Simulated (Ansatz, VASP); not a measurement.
# SrO in VASP and in Ansatz

```xyz
2
Lattice="0.0000 2.5316 2.5316 2.5316 0.0000 2.5316 2.5316 2.5316 0.0000" Properties=species:S:1:pos:R:3 pbc="T T T"
Sr    2.5316    2.5316    2.5316
O     0.0000    0.0000    0.0000
```

Change from the starting cell: volume scaled by 0.96.

Alike in both runs: task single point; functional PBE; k mesh 9 × 9 × 9; occupations fermi-dirac, width 0.05 eV; no spin polarisation.

|  | VASP | Ansatz |
| --- | --- | --- |
| version | VASP 6.6.1 | Ansatz 0.2.0 |
| potentials or method | VASP PAW PBE potentials, release 64 (Sr_sv, O), cutoff 520 eV | all-electron LAPW, scalar-relativistic |

```tsv
	VASP	Ansatz	Ansatz less VASP
gap on the k mesh at the Fermi level (eV)	3.29	3.34	+0.052
least direct gap on the mesh (eV)	3.36	3.40	+0.039
pressure (GPa)	8.5	7.7	-0.72
```

Ansatz ran all-electron here, and VASP with PAW potentials.
